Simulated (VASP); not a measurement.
FeNi3 (Awaruite):

```
CELL_PARAMETERS angstrom
3.61453 0.00000 0.00000
0.00000 3.61453 0.00000
0.00000 0.00000 3.61453
ATOMIC_POSITIONS crystal
Ni 0.50000 0.50000 0.00000
Ni 0.50000 0.00000 0.50000
Ni 0.00000 0.50000 0.50000
Fe 0.00000 0.00000 0.00000
```

Base run:

```yaml
Program: VASP 6.6.1
Functional: PBE
Potentials_or_basis: VASP PAW PBE potentials, release 64 (Ni, Fe)
Cutoff: 520 eV
k_mesh: 8 × 8 × 8
Occupations: fermi-dirac, width 0.05 eV
Spin: collinear spin, ferromagnetic start
Starting_moments: "[1.0, 1.0, 1.0, 3.0] μB"
```

Its results: pressure -9.7 GPa; net moment 4.95 μB per cell; site moments Ni +0.67; Fe +2.99 μB.

Question: The run is repeated on the same cell with these changes: functional from PBE to PBEsol. What comes out?

Answer: Pressure -18.1 GPa; net moment 4.94 μB per cell; site moments Ni +0.67; Fe +2.98 μB.

PBEsol binds more tightly than PBE, so the same cell stands under less pressure.

Caveats: the PAW data sets were made with another functional, which shifts forces and pressure a little (some runs).
